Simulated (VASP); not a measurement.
# Au (I4/mmm) in VASP: a series of runs

Runs on Au. Level: r2SCAN. Tasks: single point.

Everything below comes from runs of VASP 6.6.1. Logs are shortened: lines on timing, memory, paths and dates and some standing lists are left out, and cuts for length are marked.

### 1 The cell of the first run

The structure is tetragonal, space group I4/mmm (No. 139). The conventional cell has a = 3.265 Å, b = 3.265 Å, c = 3.315 Å, α = 90.00°, β = 90.00°, γ = 90.00°. Within 3.7 Å of Au (site symmetry 4/mmm) lie 14 Au at 2.84 to 3.31 Å.

### 2 Single point, r2SCAN (strain -0.015 along x and y, +0.000 along z)

The input, POSCAR:

```
Au
1.0
   -1.6324099650      1.6324099650      1.6572690000
    1.6324099650     -1.6324099650      1.6572690000
    1.6324099650      1.6324099650     -1.6572690000
Au
1
Direct
    0.0000000000      0.0000000000      0.0000000000
```

The input, INCAR.step1:

```
SYSTEM = Au
PREC = Accurate ; ENCUT = 520
ISMEAR = 0 ; SIGMA = 0.15
LREAL = .False. ; LASPH = .True.
NELM = 60 ; NBANDS = 12
GGA = PE ; ALGO = Normal
EDIFF = 1E-4 ; LWAVE = .True.
LCHARG = .False.
```

The input, INCAR.step2:

```
SYSTEM = Au
PREC = Accurate ; ENCUT = 520
EDIFF = 1E-7 ; ISMEAR = 0
SIGMA = 0.15 ; LREAL = .False.
LASPH = .True. ; NELM = 60
ALGO = Normal ; ISIF = 2
LWAVE = .False. ; LCHARG = .True.
METAGGA = R2SCAN ; LMIXTAU = .True.
LELF = .True. ; LVHAR = .True.
NBANDS = 12 ; ISTART = 1
```

The input, KPOINTS:

```
regular mesh
0
Gamma
  20 20 20
  0 0 0
```

Potentials or basis: VASP PAW PBE potentials, release 64 (Au).

On the command line:

```console
cat potpaw_PBE.64/Au/POTCAR > POTCAR
cp INCAR.step1 INCAR
mpirun -np 1 vasp_std > vasp.out
cp INCAR.step2 INCAR
mpirun -np 1 vasp_std > vasp.out
```

OUTCAR:

```text
SYSTEM = Au
   PREC = Accurate
   ENCUT = 520
   EDIFF = 1E-7
   ISMEAR = 0
   LREAL = .False.
   LASPH = .True.
   NELM = 60
   ISIF = 2
   METAGGA = R2SCAN
   ISTART = 1

 ion  position               nearest neighbor table
   1  0.000  0.000  0.000-

  LATTYP: Found a body centered tetragonal cell.
 ALAT       =     3.2648199300
 C/A-ratio  =     1.0152284264

  Lattice vectors:

 A1 = (  -1.6324099650,   1.6324099650,   1.6572690000)
 A2 = (   1.6324099650,  -1.6324099650,   1.6572690000)
 A3 = (   1.6324099650,   1.6324099650,  -1.6572690000)

Analysis of symmetry for initial positions (statically):
=====================================================================
 Subroutine PRICEL returns:
 Original cell was already a primitive cell.

 Routine SETGRP: Setting up the symmetry group for a
 body centered tetragonal supercell.

 Subroutine GETGRP returns: Found 16 space group operations
 (whereof 16 operations were pure point group operations)
 out of a pool of 16 trial point group operations.

The static configuration has the point symmetry D_4h.

Analysis of symmetry for dynamics (positions and initial velocities):
=====================================================================
 Subroutine PRICEL returns:
 Original cell was already a primitive cell.

 Routine SETGRP: Setting up the symmetry group for a
 body centered tetragonal supercell.

 Subroutine GETGRP returns: Found 16 space group operations
 (whereof 16 operations were pure point group operations)
 out of a pool of 16 trial point group operations.

The dynamic configuration has the point symmetry D_4h.

 Subroutine INISYM returns: Found 16 space group operations
 (whereof 16 operations are pure point group operations),
 and found     1 'primitive' translations

----------------------------------------------------------------------------------------

                                     Primitive cell

  volume of cell :      17.6649

  direct lattice vectors                    reciprocal lattice vectors
    -1.632409965  1.632409965  1.657269000     0.000000000  0.306295606  0.301701172
     1.632409965 -1.632409965  1.657269000     0.306295606  0.000000000  0.301701172
     1.632409965  1.632409965 -1.657269000     0.306295606  0.306295606  0.000000000

  length of vectors
     2.841841855  2.841841855  2.841841855     0.429930920  0.429930920  0.433167401

  position of ions in fractional coordinates (direct lattice)
     0.000000000  0.000000000  0.000000000

  ion indices of the primitive-cell ions
   primitive index   ion index
                 1           1

----------------------------------------------------------------------------------------

 KPOINTS: regular mesh

Automatic generation of k-mesh.
 Grid dimensions read from file:
 generate k-points for:   20   20   20

 Generating k-lattice:

  Cartesian coordinates                     Fractional coordinates (reciprocal lattice)
     0.000000000  0.015314780  0.015085059     0.050000000  0.000000000 -0.000000000
     0.015314780  0.000000000  0.015085059     0.000000000  0.050000000 -0.000000000
     0.015314780  0.015314780  0.000000000     0.000000000  0.000000000  0.050000000

  Length of vectors
     0.021496546  0.021496546  0.021658370

  Shift w.r.t. Gamma in fractional coordinates (k-lattice)
     0.000000000  0.000000000  0.000000000

 Subroutine IBZKPT returns following result:
 ===========================================

 Found    641 irreducible k-points:

 Following reciprocal coordinates:
            Coordinates               Weight
  0.000000  0.000000  0.000000      1.000000
  0.050000  0.000000 -0.000000      8.000000
  0.100000  0.000000 -0.000000      8.000000
  0.150000  0.000000 -0.000000      8.000000
  0.200000  0.000000 -0.000000      8.000000
  0.250000  0.000000  0.000000      8.000000
[... 16 lines left out ...]
 -0.400000  0.050000  0.000000     16.000000
 -0.350000  0.050000  0.000000     16.000000
 [... further k-points ...]
   k-points           NKPTS =    641   k-points in BZ     NKDIM =    641   number of bands    NBANDS=     12
   number of dos      NEDOS =    301   number of ions     NIONS =      1
   total plane-waves  NPLWV =  13824
   dimension x,y,z NGX =    24 NGY =   24 NGZ =   24
   dimension x,y,z NGXF=    48 NGYF=   48 NGZF=   48
   ions per type =               1
   NGX,Y,Z   is equivalent  to a cutoff of  14.04, 14.04, 14.04 a.u.
   NGXF,Y,Z  is equivalent  to a cutoff of  28.08, 28.08, 28.08 a.u.
 SYSTEM =  Au
   PREC   = accura    normal or accurate (medium, high low for compatibility)
   ISTART =      1    job   : 0-new  1-cont  2-samecut
   ICHARG =      0    charge: 1-file 2-atom 10-const
   ISPIN  =      1    spin polarized calculation?
   LNONCOLLINEAR =      F non collinear calculations
   LSORBIT =      F    spin-orbit coupling
   LASPH  =      T    aspherical Exc in radial PAW
   ENCUT  =  520.0 eV  38.22 Ry    6.18 a.u.   5.28  5.28  5.28*2*pi/ulx,y,z
   NELM   =     60;   NELMIN=  2; NELMDL=  0     # of ELM steps
   EDIFF  = 0.1E-06   stopping-criterion for ELM
   LREAL  =      F    real-space projection
   EDIFFG = 0.1E-05   stopping-criterion for IOM
   NSW    =      0    number of steps for IOM
   IBRION =     -1    ionic relax: 0-MD 1-quasi-New 2-CG
   NFREE  =      0    steps in history (QN), initial steepest desc. (CG)
   ISIF   =      2    stress and relaxation
   ISYM   =      2    0-nonsym 1-usesym 2-fastsym
   POTIM  = 0.5000    time-step for ionic-motion
   TEBEG  =    0.0;   TEEND  =   0.0 temperature during run
   PSTRESS=    0.0 pullay stress
   NELECT =      11.0000    total number of electrons
   NUPDOWN=      -1.0000    fix difference up-down
   EMIN   =  10.00;   EMAX   =-10.00  energy-range for DOS
   EFERMI =   0.00;   METHOD = LEGACY
   ISMEAR =     0;   SIGMA  =   0.15  broadening in eV -4-tet -1-fermi 0-gaus
   EFERMI_NEDOS =   21; number of points for ismear=-14 and -15
   IALGO  =     38    algorithm
   IMIX   =      4    mixing-type and parameters
     AMIX     =   0.40;   BMIX     =  1.00
     AMIX_MAG =   1.60;   BMIX_MAG =  1.00
  volume/ion in A,a.u.               =      17.66       119.21
  Fermi-wavevector in a.u.,A,eV,Ry     =   1.397983  2.641805 26.590635  1.954357
  Thomas-Fermi vector in A             =   2.521186
   LORBIT       =      0    0 simple, 1 ext, 2 COOP (PROOUT), +10 PAW based schemes
   METAGGA = R2SCAN    functional components
   LHFCALC =     F    Hartree Fock is set to
   AEXX    =    0.0000 exact exchange contribution
   IVDW    =     0    specifies the selected vdW correction
   LEPSILON=     F    determine dielectric tensor
   LRPA    =     F    only Hartree local field effects (RPA)
 non-spin polarized calculation
 Gauss-broadening in eV      SIGMA  =   0.15
  energy-cutoff  :      520.00
  volume of cell :       17.66
 maximum number of plane-waves:       488
 NGX is ok and might be reduce to    24
   NGX = 11   NGY = 11   NGZ = 11

 number of electron      11.0000001 magnetization

 Free energy of the ion-electron system (eV)
  ---------------------------------------------------
  ext. energy  EPLUGINS =         0.00000000
  ---------------------------------------------------
  free energy    TOTEN  =       -50.57627017 eV

  energy without entropy =      -50.57347755  energy(sigma->0) =      -50.57487386

 E-fermi :   8.8184     XC(G=0): -13.3718

 val. band max:        8.8147943435   @ k =  -0.4500   0.4500   0.1000
 cond. band min:       8.8351093349   @ k =   0.5000   0.5000   0.0500
 fundamental gap:      0.0203149914
 Fermi energy:         8.8184497589

 k-point     1 :       0.0000    0.0000    0.0000
  band No.  band energies     occupation
      1      -0.9442      2.00000
      2       3.7665      2.00000
      3       3.7665      2.00000
      4       3.8610      2.00000
      5       5.6112      2.00000
      6       5.7187      2.00000
      7      25.9816      0.00000
      8      26.2503      0.00000
      9      26.2503      0.00000
     10      33.0238      0.00000
     11      33.5291      0.00000
     12      33.5291      0.00000

 k-point     2 :       0.0500    0.0000   -0.0000
  band No.  band energies     occupation
      1      -0.8515      2.00000
      2       3.7669      2.00000
      3       3.7708      2.00000
      4       3.8969      2.00000
      5       5.5849      2.00000
      6       5.7113      2.00000
      7      25.9910      0.00000
      8      26.2427      0.00000
      9      26.3640      0.00000
     10      32.0018      0.00000
     11      32.3867      0.00000
     12      33.1711      0.00000

 k-point     3 :       0.1000    0.0000   -0.0000
  band No.  band energies     occupation
      1      -0.5795      2.00000
      2       3.7010      2.00000
      3       3.7819      2.00000
      4       4.0723      2.00000
      5       5.5070      2.00000
      6       5.7039      2.00000
      7      25.8439      0.00000
      8      26.1676      0.00000
      9      26.6970      0.00000
     10      30.5553      0.00000
     11      31.0169      0.00000
     12      32.2083      0.00000
[... 286 lines left out ...]
 k-point    23 :      -0.4000    0.0500    0.0000
  band No.  band energies     occupation
      1       1.6260      2.00000
      2       2.9370      2.00000
      3       5.2047      2.00000
      4       5.6500      2.00000
      5       5.9592      2.00000
      6       6.8837      2.00000
      7      15.7122      0.00000
      8      22.5318      0.00000
      9      24.1076      0.00000
     10      30.4542      0.00000
     11      31.0803      0.00000
     12      33.0373      0.00000

 k-point    24 :      -0.3500    0.0500    0.0000
  band No.  band energies     occupation
      1       1.5360      2.00000
      2       3.0580      2.00000
      3       4.6441      2.00000
      4       5.3965      2.00000
      5       5.8169      2.00000
      6       6.2390      2.00000
      7      17.8123      0.00000
      8      23.1625      0.00000
      9      25.1512      0.00000
     10      29.7808      0.00000
     11      30.7575      0.00000
     12      32.6530      0.00000

 [... further k-points ...]

------------------------ aborting loop because EDIFF is reached ----------------------------------------

  FORCE on cell =-STRESS in cart. coord.  units (eV):
  Direction    XX          YY          ZZ          XY          YZ          ZX
  --------------------------------------------------------------------------------------
  -------------------------------------------------------------------------------------
  Total       -0.0465071     -0.0465071     -0.0480249      0.0000000      0.0000000      0.0000000
  in kB       -4.2181117     -4.2181117     -4.3557781      0.0000000      0.0000000      0.0000000
  external PRESSURE =      -4.2640005 kB  Pullay stress =       0.0000000 kB

 VOLUME and BASIS-vectors are now :
 -----------------------------------------------------------------------------
  energy-cutoff  :      520.00
  volume of cell :       17.66
      direct lattice vectors                 reciprocal lattice vectors
    -1.632409965  1.632409965  1.657269000     0.000000000  0.306295606  0.301701172
     1.632409965 -1.632409965  1.657269000     0.306295606  0.000000000  0.301701172
     1.632409965  1.632409965 -1.657269000     0.306295606  0.306295606  0.000000000

 POSITION                                       TOTAL-FORCE (eV/Angst)
 -----------------------------------------------------------------------------------
      0.00000      0.00000      0.00000        -0.000000      0.000000     -0.000000
 -----------------------------------------------------------------------------------
    total drift:                               -0.000000      0.000000      0.000000

  FREE ENERGIE OF THE ION-ELECTRON SYSTEM (eV)
  ---------------------------------------------------
  free  energy   TOTEN  =       -50.5762701663 eV

  energy  without entropy=      -50.5734775508  energy(sigma->0) =      -50.57487386
```

Run time: 3.9 min. Hardware: 1 thread of Intel Xeon Platinum 8488C (Sapphire Rapids), shared host; peak memory 0.25 GiB.

What came out:

```yaml
Free_energy: -50.5763 eV
Pressure: -0.4 GPa
Band_gap_on_the_k_mesh: zero (an odd number of electrons rules out a gap without spin polarisation)
```

Levels at points of the mesh, in eV from the Fermi level:
| k point | band 4 | band 5 | band 6 | band 7 | band 8 | band 9 |
| --- | --- | --- | --- | --- | --- | --- |
| (0.00, 0.00, 0.00) | -4.96 | -3.21 | -3.10 | 17.16 | 17.43 | 17.43 |
| (0.50, 0.00, 0.00) | -2.98 | -1.64 | -0.41 | 3.37 | 13.08 | 14.31 |
| (0.50, 0.50, 0.00) | -2.94 | -1.62 | -0.32 | 3.50 | 12.86 | 13.95 |
| (0.50, 0.50, 0.50) | -1.99 | -1.99 | 6.25 | 6.70 | 6.70 | 9.63 |

Caveat: the cell differs from its parent crystal (strain -0.015 along x and y, +0.000 along z); the PAW data sets were made with another functional, which shifts forces and pressure a little; spin-orbit coupling is left out, which moves the levels of the heavy elements.

### 3 Single point, r2SCAN (strain -0.015 along x and y, +0.015 along z)

The input, POSCAR:

```
Au
1.0
   -1.6324099650      1.6324099650      1.6821280350
    1.6324099650     -1.6324099650      1.6821280350
    1.6324099650      1.6324099650     -1.6821280350
Au
1
Direct
    0.0000000000      0.0000000000      0.0000000000
```

The input, INCAR.step1:

```
SYSTEM = Au
PREC = Accurate ; ENCUT = 520
ISMEAR = 0 ; SIGMA = 0.15
LREAL = .FALSE. ; LASPH = .TRUE.
NELM = 60 ; NBANDS = 12
GGA = PE ; ALGO = Normal
EDIFF = 1E-4 ; LWAVE = .TRUE.
LCHARG = .FALSE.
```

The input, INCAR.step2:

```
SYSTEM = Au
PREC = Accurate ; ENCUT = 520
EDIFF = 1E-6 ; ISMEAR = 0
SIGMA = 0.15 ; LREAL = .FALSE.
LASPH = .TRUE. ; NELM = 60
ALGO = Normal ; ISIF = 2
LWAVE = .FALSE. ; LCHARG = .TRUE.
METAGGA = R2SCAN ; LMIXTAU = .TRUE.
LELF = .TRUE. ; LVHAR = .TRUE.
NBANDS = 12 ; ISTART = 1
```

The input, KPOINTS:

```
Automatic mesh
0
G
  20 20 20
  0 0 0
```

Potentials or basis: VASP PAW PBE potentials, release 64 (Au).

On the command line:

```console
cat potpaw_PBE.64/Au/POTCAR > POTCAR
cp INCAR.step1 INCAR
mpirun -np 1 vasp_std > vasp.out
cp INCAR.step2 INCAR
mpirun -np 1 vasp_std > vasp.out
```

It took 3.5 min on 1 thread of Intel Xeon Platinum 8488C (Sapphire Rapids), shared host; peak memory 0.25 GiB.

It converged, with:

```yaml
Free_energy: -50.5740 eV
Pressure: -2.5 GPa
Band_gap_on_the_k_mesh: zero (an odd number of electrons rules out a gap without spin polarisation)
```

Stress tensor (GPa, compression positive):
```
-2.59  0.00  0.00
 0.00 -2.59  0.00
 0.00  0.00 -2.40
```

Levels at points of the mesh, in eV from the Fermi level:
| k point | band 2 | band 3 | band 4 | band 5 | band 6 | band 7 | band 8 | band 9 | band 10 | band 11 |
| --- | --- | --- | --- | --- | --- | --- | --- | --- | --- | --- |
| (0.00, 0.00, 0.00) | -5.00 | -5.00 | -4.82 | -3.23 | -3.02 | 16.99 | 17.50 | 17.50 | 23.62 | 24.59 |
| (0.50, 0.00, 0.00) | -5.89 | -3.37 | -2.95 | -1.66 | -0.37 | 3.24 | 13.14 | 14.31 | 22.27 | 22.53 |
| (0.50, 0.50, 0.00) | -6.09 | -3.11 | -2.88 | -1.62 | -0.20 | 3.49 | 12.69 | 13.61 | 21.36 | 22.09 |
| (0.50, 0.50, 0.50) | -6.74 | -2.05 | -1.98 | -1.98 | 5.95 | 6.82 | 6.82 | 9.41 | 15.84 | 16.41 |

Caveat: the cell differs from its parent crystal (strain -0.015 along x and y, +0.015 along z); the PAW data sets were made with another functional, which shifts forces and pressure a little; spin-orbit coupling is left out, which moves the levels of the heavy elements.

(Continued in part 2 of 2.)
